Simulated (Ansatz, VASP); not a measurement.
One calculation of WC, two programs

```
CELL_PARAMETERS angstrom
2.90050 0.00000 0.00000
-1.45025 2.51191 0.00000
0.00000 0.00000 2.82900
ATOMIC_POSITIONS crystal
W 0.00000 0.00000 0.06628
C 0.66667 0.33333 0.50000
```

Change from the starting cell: all W atoms moved +0.188 Å, as atom 1 along Cartesian [0 0 1].

Alike in both runs: task single point; functional PBE; k mesh 18 × 18 × 16; occupations gaussian, width 0.15 eV; no spin polarisation.

|  | VASP | Ansatz |
| --- | --- | --- |
| version | VASP 6.6.1 | Ansatz 0.2.0 |
| potentials or method | VASP PAW PBE potentials, release 64 (W_sv, C), cutoff 520 eV | scalar-relativistic, plane waves, PAW |
| valence electrons in the cell | 18 | 18 |

Ansatz gave:

| Property | Result |
| --- | --- |
| gap on the k mesh at the Fermi level (eV) | none |
| pressure (GPa) | 16.5 |
| traceless stress, the component that is largest in VASP (GPa) | 2.03 |
| rms of the force components (eV/Å) | 1.696 |

**Question.** Estimate VASP's values.

**Answer.** gap on the k mesh at the Fermi level (eV): none; pressure (GPa): 17.7; traceless stress, the component that is largest in VASP (GPa): 2.20; rms of the force components (eV/Å): 1.709.

Atom by atom the forces differ by 0.013 eV/Å (rms over components). A gap of «none» marks a metal or a gap that the smearing closes.

Spin-orbit coupling is off throughout.
